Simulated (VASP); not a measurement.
A run of VASP 6.6.1:

The input INCAR:

```
SYSTEM = AlInAsP3
PREC     = Accurate       ! precision mode
ENCUT    = 500            ! plane-wave cutoff, eV
EDIFF    = 1E-6           ! SCF threshold, eV
ISMEAR   = 0              ! smearing method
SIGMA    = 0.1            ! smearing width, eV
LREAL    = .False.        ! projectors in reciprocal space
LASPH    = .True.         ! aspherical terms in the spheres
NELM     = 120            ! most SCF steps
ALGO     = Normal         ! electronic algorithm
ISIF     = 2              ! what is computed and relaxed
LWAVE    = .False.        ! write WAVECAR
LCHARG   = .False.        ! write CHGCAR
GGA      = PE             ! functional
NBANDS   = 27             ! bands
GGA_COMPAT= .False.
```

Contents of KPOINTS:

```
Automatic mesh
0
Gamma
  6 6 4
  0 0 0
```

File POSCAR:

```
AlInAsP3
1.0
    5.1737365363      0.0000000000      0.0000000000
   -2.5868682681      4.4805872730      0.0000000000
    0.0000000000      0.0000000000      5.2410847749
Al In P As
1 1 3 1
Direct
    0.3333333333      0.6666666667      0.0000000000
    0.0000000000      0.0000000000      0.0000000000
    0.6155776570      0.8077888285      0.5000000000
    0.1922111715      0.8077888285      0.5000000000
    0.1922111715      0.3844223430      0.5000000000
    0.6666666667      0.3333333333      0.0000000000
```

Potentials or basis: VASP PAW PBE potentials, release 64 (Al, In_d, P, As).

Run with:

```console
$ cat potpaw_PBE.64/Al/POTCAR potpaw_PBE.64/In_d/POTCAR potpaw_PBE.64/P/POTCAR potpaw_PBE.64/As/POTCAR > POTCAR
$ mpirun -np 1 vasp_std > vasp.out
```

Hardware: 1 thread of AMD EPYC 9R45 96-Core Processor (Zen 5), with other jobs on the host.

**Question.** Estimate the wall time of this run.

**Answer.** Wall time 42 s on 1 thread of AMD EPYC 9R45 96-Core Processor (Zen 5), on a shared host, peak memory 0.24 GiB. Counts: scf iterations 13, k points 21.
